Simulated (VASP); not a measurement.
Wanted: the native input for a VASP 6.6.1 run.

- Task: single point
- Functional: PBE
- Potentials or basis: VASP PAW PBE potentials, release 64 (Cd, Se)
- Cutoff: 520 eV
- k mesh: 10 × 10 × 6
- Occupations: gaussian, width 0.05 eV
- Spin: no spin polarisation
- Dipole correction: no
- Further INCAR settings: ALGO = Normal; EDIFF = 1e-06; NBANDS = 26

The structure of CdSe lies in POSCAR:

```
CdSe
1.0
    4.3241076660      0.0000000000      0.0000000000
   -2.1620538330      3.7447870875      0.0000000000
    0.0000000000      0.0000000000      7.0577254925
Cd Se
2 2
Direct
    0.6666666667      0.3333333333     -0.0003929495
    0.3333333333      0.6666666667      0.4996070505
    0.6666666667      0.3333333333      0.3753929495
    0.3333333333      0.6666666667      0.8753929495
```

One way to write it, as run:

INCAR

```
SYSTEM = CdSe
ALGO = Normal
EDIFF = 1E-6
ENCUT = 520
GGA = PE
ISIF = 2
ISMEAR = 0
LASPH = .True.
LCHARG = .False.
LREAL = .False.
LWAVE = .False.
NBANDS = 26
NELM = 80
PREC = Accurate
SIGMA = 0.05
```

KPOINTS

```
k-points
0
Gamma
  10 10 6
  0 0 0
```

Potentials or basis: VASP PAW PBE potentials, release 64 (Cd, Se).

Launch:

```console
$ cat potpaw_PBE.64/Cd/POTCAR potpaw_PBE.64/Se/POTCAR > POTCAR
$ mpirun -np 1 vasp_std > vasp.out
```

Results of the run:

* Pressure: 2.3 GPa
* Largest force: 0.005 eV/Å
* Band gap on the k mesh: 0.63 eV

Wall time 110 s on 1 thread of Intel(R) Xeon(R) Platinum 8259CL CPU @ 2.50GHz (Skylake/Cascade Lake), with other jobs on the host, peak memory 0.32 GiB.
